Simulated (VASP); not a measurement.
Runs of VASP 6.6.1 on Zn. The structure is that of space group Fd-3m (No. 227), or close to it. The cells are those of the table. This isn't the form of Zn at room conditions, which is hcp.

```csv
task,cell,k mesh,cutoff (eV),gap on the mesh (eV),pressure (GPa)
relaxation of cell and atoms,"relaxed from a = 3.873 Å, angles 60.0°, 2 atoms",10 × 10 × 10,600,none,0.0
single point,"a = 4.104 Å, angles 60.0°, 2 atoms",10 × 10 × 10,520,none,3.1
single point,"a = 4.283 Å, angles 60.0°, 2 atoms",10 × 10 × 10,520,none,0.1
single point,"a = 4.283 Å, angles 60.0°, 2 atoms",15 × 15 × 15,520,none,0.1
single point,"a = 4.394 Å, angles 60.0°, 2 atoms",10 × 10 × 10,520,none,(a)
```

Alike in all rows: level BLYP; potentials or basis VASP PAW PBE potentials, release 64 (Zn); no spin polarisation; smearing fermi-dirac 0.1 eV.

Q: Fill in the values left out.

A: (a) -0.9.

Caveats: the PAW data sets were made with another functional, which shifts forces and pressure a little; the cell stands under pressure (at least some runs).

A gap of «none» marks levels without a gap at the run's occupations.
